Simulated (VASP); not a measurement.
HPt6: single point with PBE

The system is HPt6, a slab with vacuum.

```
CELL_PARAMETERS angstrom
5.61433 0.00000 0.00000
-2.80716 4.86215 0.00000
0.00000 0.00000 22.61927
ATOMIC_POSITIONS crystal
Pt 0.33333 0.16667 0.17684
Pt 0.33333 0.66667 0.17684
Pt 0.83333 0.16667 0.17684
Pt 0.83333 0.66667 0.17684
Pt 0.16667 0.33333 0.27895
Pt 0.16667 0.83333 0.27895
Pt 0.66667 0.33333 0.27895
Pt 0.66667 0.83333 0.27895
Pt 0.00000 0.00000 0.38106
Pt 0.00000 0.50000 0.38106
Pt 0.50000 0.00000 0.38106
Pt 0.50000 0.50000 0.38106
H 0.20275 0.40549 0.45754
H 0.29725 0.59451 0.45754
```

```yaml
Program: VASP 6.6.1
Task: single point
Functional: PBE
Potentials_or_basis: VASP PAW PBE potentials, release 64 (Pt, H)
Cutoff: 520 eV
k_mesh: 6 × 6 × 1
Occupations: gaussian, width 0.1 eV
Spin: no spin polarisation
Dipole_correction: yes
Further_INCAR_settings: ALGO = Normal; EDIFF = 1e-06; NBANDS = 74
```

| Item | Value |
| --- | --- |
| Largest force | 1.391 eV/Å |
| Band gap on the k mesh | zero (bands 61 and 62 overlap by 0.76 eV) |

Forces in eV/Å, atoms in the order of the input:
```
Pt   0.030 -0.004 -0.005
Pt   0.000  0.020  0.062
Pt  -0.030 -0.004 -0.005
Pt   0.000  0.014  0.106
Pt   0.000 -0.091 -0.279
Pt   0.003  0.052 -0.045
Pt   0.000  0.070  0.159
Pt  -0.003  0.052 -0.045
Pt   0.000 -0.196 -0.096
Pt  -0.132 -0.011  0.365
Pt   0.000  0.131 -0.095
Pt   0.132 -0.011  0.365
H    0.000  1.346 -0.237
H    0.000 -1.368 -0.250
```

Levels at points of the mesh, in eV from the Fermi level:
```tsv
k point	band 57	band 58	band 59	band 60	band 61	band 62	band 63	band 64	band 65	band 66
(0.00, 0.00, 0.00)	0.21	0.22	0.46	0.49	0.52	0.57	0.57	0.57	0.97	1.07
(0.50, 0.00, 0.00)	-0.73	-0.69	-0.26	-0.17	-0.01	0.01	0.07	0.25	0.27	1.45
(0.00, 0.50, 0.00)	-0.71	-0.65	-0.25	-0.18	-0.03	-0.02	0.04	0.24	0.26	1.52
```

Run time: 33 min on 1 thread of Intel(R) Xeon(R) Platinum 8259CL CPU @ 2.50GHz (Skylake/Cascade Lake), with other jobs on the host, peak memory 0.86 GiB.

Caveat: spin-orbit coupling is left out, which moves the levels of the heavy elements.
